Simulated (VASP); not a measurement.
Input of a VASP 6.6.1 run:

INCAR

```
SYSTEM = PbS
PREC = Accurate
ENCUT = 520
EDIFF = 1E-7
ISMEAR = 0
SIGMA = 0.1
LREAL = .FALSE.
LASPH = .TRUE.
NELM = 60
ALGO = Normal
ISIF = 2
LWAVE = .FALSE.
LCHARG = .FALSE.
GGA = PE
NBANDS = 17
```

KPOINTS

```
Automatic mesh
0
G
  6 6 4
  0 0 0
```

POSCAR

```
PbS
1.0
    4.0703492490      0.0000000000      0.0000000000
   -2.0351746245      3.5250258519      0.0000000000
    0.0000000000      0.0000000000      3.8242667611
Pb S
1 1
Direct
    0.0000000000      0.0000000000      0.0000000000
    0.6666666667      0.3333333333      0.5000000000
```

Potentials or basis: VASP PAW PBE potentials, release 64 (Pb_d, S).

Command:

```console
$ cat potpaw_PBE.64/Pb_d/POTCAR potpaw_PBE.64/S/POTCAR > POTCAR
$ mpirun -np 1 vasp_std > vasp.out
```

Question: Predict the band gap on the k mesh.

Answer: Zero (band 10 reaches 5.26 eV, above the bottom of band 11 at 4.82 eV).

Question: What does it give for the pressure?

Answer: -0.7 GPa.

Caveat: the k points lie up to 0.41 Å⁻¹ apart; spin-orbit coupling is left out, which moves the levels of the heavy elements.
